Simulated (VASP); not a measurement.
Runs of VASP 6.6.1 on CdTe. The structure is that of space group F-43m (No. 216), or close to it. The cells are those of the table. 

```csv
cell,gap on the mesh (eV),pressure (GPa)
"a = 4.601, b = 4.601, c = 4.533 Å, angles 60.5, 60.5, 59.0°, 2 atoms",0.74,2.9
"a = 4.567, b = 4.567, c = 4.601 Å, angles 59.8, 59.8, 60.5°, 2 atoms",0.75,2.9
"a = 4.635, b = 4.635, c = 4.601 Å, angles 60.2, 60.2, 59.5°, 2 atoms",0.68,1.5
"a = 4.568, b = 4.568, c = 4.465 Å, angles 60.7, 60.7, 58.5°, 2 atoms",(a),4.4
"a = 4.635, b = 4.635, c = 4.669 Å, angles 59.8, 59.8, 60.5°, 2 atoms",0.62,(b)
```

Alike in all rows: task single point; level PBE; potentials or basis VASP PAW PBE potentials, release 64 (Cd, Te); no spin polarisation; k mesh 8 × 8 × 8; cutoff (eV) 520; smearing gaussian 0.05 eV.

Q: Estimate the missing entries.

A: (a) 0.81; (b) 0.9.

Caveats: spin-orbit coupling is left out, which moves the levels of the heavy elements; semilocal functionals underestimate gaps, and a narrow one can read as zero (at least some runs); the cell stands under pressure (at least some runs).

A k mesh can miss the band edges, and the runs leave out spin-orbit coupling on Cd, Te.
